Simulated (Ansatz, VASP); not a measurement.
**One calculation of CuO, two programs**

```
Cu O
1.0
     1.99097   -2.15355    0.00000
     1.99097    2.15355    0.00000
     0.00000    0.00000    5.15593
Cu O
2 2
Direct
  0.00000 0.50000 0.00000
  0.50000 0.00000 0.50000
  0.50000 0.50000 0.25000
  0.50000 0.50000 0.75000
```

Alike in both runs: task single point; functional PBE; k mesh 14 × 14 × 8; occupations gaussian, width 0.05 eV; no spin polarisation; Hubbard terms Cu d U = 4.0 eV.

|  | VASP | Ansatz |
| --- | --- | --- |
| version | VASP 6.6.1 | Ansatz 0.2.0 |
| potentials or method | VASP PAW PBE potentials, release 64 (Cu, O), cutoff 520 eV | scalar-relativistic, plane waves, PAW |
| valence electrons in the cell | 34 | 50 |

```csv
,VASP,Ansatz,Ansatz less VASP
gap on the k mesh at the Fermi level (eV),none,none,-
pressure (GPa),0.0,3.5,+3.48
"traceless stress, the component that is largest in VASP (GPa)",0.42,0.08,-0.346
```

The programs project onto different local orbitals, so the same U acts differently, and such runs can settle in different states. A gap of «none» marks a metal or a gap that the smearing closes. VASP's potentials hold 34 valence electrons a cell and Ansatz's 50, so a difference there can come from the potentials and not from the codes. Ansatz's warnings: filled band counts differ across k points.
